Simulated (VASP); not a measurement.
## CuNi6S16: single point with PBEsol

Crystal: CuNi6S16.

```
CELL_PARAMETERS angstrom
-3.92910 -2.26527 6.35020
3.92918 -2.26776 6.34936
-0.00212 4.53768 6.35144
ATOMIC_POSITIONS crystal
Cu 0.99958 0.00078 0.99944
Ni 0.50009 0.50066 0.99977
Ni 0.00007 0.00043 0.49972
Ni 0.99996 0.50069 0.49948
Ni 0.50008 0.00049 0.99979
Ni 0.50015 0.00048 0.49970
Ni 0.00020 0.50041 0.99967
S 0.19622 0.19641 0.19596
S 0.69458 0.69498 0.69400
S 0.90624 0.69219 0.19954
S 0.41475 0.18774 0.70055
S 0.20020 0.90660 0.69132
S 0.70104 0.41513 0.18693
S 0.69159 0.20057 0.90590
S 0.18735 0.70139 0.41418
S 0.30561 0.30622 0.30540
S 0.80416 0.80457 0.80354
S 0.58536 0.81322 0.29892
S 0.09392 0.30900 0.79958
S 0.29925 0.58585 0.81258
S 0.80000 0.09434 0.30804
S 0.81264 0.29968 0.58508
S 0.30846 0.80062 0.09341
```

This cell differs from its parent crystal: atoms taken out.

```
Program                : VASP 6.6.1
Task                   : single point
Functional             : PBEsol
Potentials or basis    : VASP PAW PBE potentials, release 64 (Cu, Ni, S)
Cutoff                 : 600 eV
k mesh                 : 5 × 5 × 5
Occupations            : gaussian, width 0.1 eV
Spin                   : no spin polarisation
Dipole correction      : no
Further INCAR settings : ALGO = Normal; EDIFF = 1e-06; NBANDS = 100
```

```json
{"Pressure": "0.1 GPa", "Largest force": "0.148 eV/Å", "Band gap on the k mesh": "zero (an odd number of electrons rules out a gap without spin polarisation)"}
```

Forces on the atoms (eV/Å):
```
Cu  -0.012  0.000  0.012
Ni  -0.002 -0.001 -0.005
Ni   0.003 -0.003  0.003
Ni  -0.004  0.005  0.003
Ni   0.002 -0.001 -0.003
Ni   0.003  0.001  0.000
Ni   0.004  0.001  0.000
S    0.005 -0.004  0.065
S   -0.001  0.004  0.065
S    0.115  0.059 -0.015
S    0.127  0.031 -0.064
S   -0.101  0.072 -0.016
S   -0.087  0.098 -0.067
S   -0.005 -0.131 -0.016
S   -0.035 -0.126 -0.064
S   -0.002  0.000 -0.068
S    0.000  0.003 -0.074
S   -0.130 -0.033  0.064
S   -0.116 -0.052  0.016
S    0.087 -0.100  0.065
S    0.104 -0.077  0.017
S    0.035  0.125  0.068
S    0.012  0.128  0.012
```

Stress tensor (GPa, compression positive):
```
 0.25  0.03  0.00
 0.03  0.25 -0.02
 0.00 -0.02 -0.31
```

Levels at points of the mesh, in eV from the Fermi level:
| k point | band 79 | band 80 | band 81 | band 82 | band 83 | band 84 | band 85 | band 86 | band 87 | band 88 |
| --- | --- | --- | --- | --- | --- | --- | --- | --- | --- | --- |
| (0.00, 0.00, 0.00) | -1.10 | -1.07 | -0.95 | -0.75 | -0.30 | -0.30 | -0.01 | -0.01 | 0.87 | 0.87 |

Run time: 26 min on 4 MPI ranks on Intel(R) Xeon(R) 6975P-C (Granite Rapids), with other jobs on the host, peak memory 1.9 GiB a rank.

Caveat: the cell differs from its parent crystal (atoms taken out); the PAW data sets were made with another functional, which shifts forces and pressure a little; the run has no spin polarisation, though such a crystal can be magnetic. Spin polarisation is off, so any magnetic state and its effect on volume and gap are missing.
